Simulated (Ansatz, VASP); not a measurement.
# KI in VASP and in Ansatz

INCAR

```
  ALGO = Normal
  EDIFF = 1E-6
  ENCUT = 520
  GGA = PE
  ISIF = 2
  ISMEAR = 0
  LASPH = T
  LCHARG = T
  LELF = T
  LREAL = F
  LVHAR = T
  LWAVE = F
  NBANDS = 24
  NELM = 60
  PREC = Accurate
  SIGMA = 0.01
```

KPOINTS

```
k-points
0
Gamma
  6 6 4
```

Contents of POSCAR:

```
KI
1.0
    5.9667633716      0.0000000000      0.0000000000
   -2.9833816858      5.1673686582      0.0000000000
    0.0000000000      0.0000000000      6.9722114805
K I
2 2
Direct
    0.3333333333      0.6666666667     -0.0625007815
    0.6666666667      0.3333333333      0.4374992185
    0.3333333333      0.6666666667      0.4375007815
    0.6666666667      0.3333333333      0.9375007815
```

Input for Ansatz:

```yaml
crystal:
  lattice:
    - [5.9667633716, 0.0, 0.0]
    - [-2.9833816858, 5.1673686582, 0.0]
    - [0.0, 0.0, 6.9722114805]
  atoms:
    - { symbol: K, position: [0.3333333333, 0.6666666667, -0.0625007815] }
    - { symbol: K, position: [0.6666666667, 0.3333333333, 0.4374992185] }
    - { symbol: I, position: [0.3333333333, 0.6666666667, 0.4375007815] }
    - { symbol: I, position: [0.6666666667, 0.3333333333, 0.9375007815] }
kpoints:
  mp_grid: { grid: [6, 6, 4] }
hamiltonian:
  xc: pbe
scf:
  occupations: { method: fixed }
  n_extra_bands: 5
output:
  forces: true
  stress: true
  eigenvalues: true
```

Alike in both runs: task single point; functional PBE; k mesh 6 × 6 × 4; no spin polarisation.

|  | VASP | Ansatz |
| --- | --- | --- |
| version | VASP 6.6.1 | Ansatz 0.2.0 |
| potentials or method | VASP PAW PBE potentials, release 64 (K_sv, I) | plane waves, PAW |
| plane-wave cutoff (eV) | 520 | 420 |
| occupations | gaussian, width 0.01 eV | fixed |
| valence electrons in the cell | 32 | 52 |

Ansatz gave:

* gap on the k mesh at the Fermi level (eV): 3.83
* pressure (GPa): 0.6
* traceless stress, the component that is largest in VASP (GPa): 0.07

**Question.** Estimate VASP's values.

**Answer.** gap on the k mesh at the Fermi level (eV): 3.83; pressure (GPa): 0.6; traceless stress, the component that is largest in VASP (GPa): 0.08.

VASP's potentials hold 32 valence electrons a cell and Ansatz's 52, so a difference there can come from the potentials and not from the codes. Ansatz's warnings: structure snapped to symmetry.

Neither program's run includes spin-orbit coupling.
